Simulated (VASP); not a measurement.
The system is Fe2O3.

```
Fe O
1.0
     2.51900    1.45435    4.59067
    -2.51900    1.45435    4.59067
     0.00000   -2.90869    4.59067
Fe O
4 6
Direct
  0.35530 0.35530 0.35530
  0.14470 0.14470 0.14470
  0.64470 0.64470 0.64470
  0.85530 0.85530 0.85530
  0.55590 0.94410 0.25000
  0.25000 0.55590 0.94410
  0.94410 0.25000 0.55590
  0.44410 0.05590 0.75000
  0.75000 0.44410 0.05590
  0.05590 0.75000 0.44410
```

Base run:

```yaml
Program: VASP 6.6.1
Functional: PBE
Potentials_or_basis: VASP PAW PBE potentials, release 64 (Fe, O)
Cutoff: 520 eV
k_mesh: 5 × 5 × 5
Occupations: fermi-dirac, width 0.05 eV
Spin: collinear spin, antiferromagnetic start
Starting_moments: "[4.0, 4.0, -4.0, -4.0, 0.0, 0.0, 0.0, 0.0, 0.0, 0.0] μB"
Hubbard_terms: Fe d U = 4.0 eV
```

Its results: band gap on the k mesh 1.78 eV (least direct gap 1.87 eV); pressure 5.7 GPa; net moment 0.00 μB per cell; site moments Fe +4.21, -4.21 (each value once); O -0.07, +0.07 (each value once) μB; largest force 0.471 eV/Å.

Task: After a change of settings the same cell gave: band gap on the k mesh 1.61 eV (least direct gap 1.67 eV); pressure 6.1 GPa; net moment 10.00 μB per cell; site moments Fe +4.23, +4.32, +4.26, -4.13; O +0.15, +0.23 (each value once) μB; largest force 0.339 eV/Å. Which change was it?
A. further incar settings from ALGO = Normal; EDIFF = 1e-06; NBANDS = 49 to ALGO = Normal; EDIFF = 1e-07; NBANDS = 49; moments at the start from [4.0, 4.0, -4.0, -4.0, 0.0, 0.0, 0.0, 0. to [4.0, -4.0, -4.0, 4.0, 0.0, 0.0, 0.0, 0.
B. hubbard terms from Fe d U = 4.0 eV to none
C. hubbard terms from Fe d U = 4.0 eV to none; moments at the start from [4.0, 4.0, -4.0, -4.0, 0.0, 0.0, 0.0, 0. to [4.0, -4.0, 4.0, -4.0, 0.0, 0.0, 0.0, 0.
D. spin from collinear spin, antiferromagnetic start to collinear spin, ferrimagnetic start; moments at the start from [4.0, 4.0, -4.0, -4.0, 0.0, 0.0, 0.0, 0. to [4.0, 4.0, 4.0, -4.0, 0.0, 0.0, 0.0, 0.0

Result: D.

Caveats: the cell stands under pressure; an odd mesh through Γ misses points on the zone boundary, where band edges can lie.
